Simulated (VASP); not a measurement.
A run of VASP 6.6.1 is set up as follows.

Contents of INCAR:

```
PREC = Accurate
ENCUT = 520
EDIFF = 1E-7
ISMEAR = -1
SIGMA = 0.05
LREAL = False
LASPH = True
NELM = 150
ALGO = Normal
ISIF = 2
LWAVE = False
LCHARG = False
ISPIN = 2
MAGMOM = 1 1 1 1 0 0 0 0
LORBIT = 11
LMAXMIX = 4
GGA = RP
IVDW = 13
NBANDS = 42
```

KPOINTS

```
regular mesh
0
Gamma
  6 6 6
```

The input POSCAR:

```
SiNi
1.0
    4.4408526576      0.0000000000      0.0000000000
    0.0000000000      4.4408526576      0.0000000000
    0.0000000000      0.0000000000      4.4408526576
Ni Si
4 4
Direct
    0.1496329451      0.1496329451      0.1496329451
    0.6496329451      0.3503670549      0.8503670549
    0.8503670549      0.6496329451      0.3503670549
    0.3503670549      0.8503670549      0.6496329451
    0.8467964982      0.8467964982      0.8467964982
    0.3467964982      0.6532035018      0.1532035018
    0.1532035018      0.3467964982      0.6532035018
    0.6532035018      0.1532035018      0.3467964982
```

Potentials or basis: VASP PAW PBE potentials, release 64 (Ni, Si).

Command:

```sh
$ cat potpaw_PBE.64/Ni/POTCAR potpaw_PBE.64/Si/POTCAR > POTCAR
$ mpirun -np 1 vasp_std > vasp.out
```

Q: Predict the net moment.

A: 0.00 μB per cell.

Q: Predict the pressure.

A: -0.3 GPa.

Q: Predict the dispersion energy per atom.

A: -1.047 eV.

Q: What does it give for the band gap on the k mesh?

A: Zero (filled and empty bands overlap).

Forces on the atoms (eV/Å):
```
Ni  -0.001 -0.001 -0.001
Ni  -0.001  0.001  0.001
Ni   0.001 -0.001  0.001
Ni   0.001  0.001 -0.001
Si   0.002  0.002  0.002
Si   0.002 -0.002 -0.002
Si  -0.002  0.002 -0.002
Si  -0.002 -0.002  0.002
```

Caveat: the dispersion term is far too large for a dense solid, which distorts pressure and volume; the moments typed at the start vanished in this run; the PAW data sets were made with another functional, which shifts forces and pressure a little.
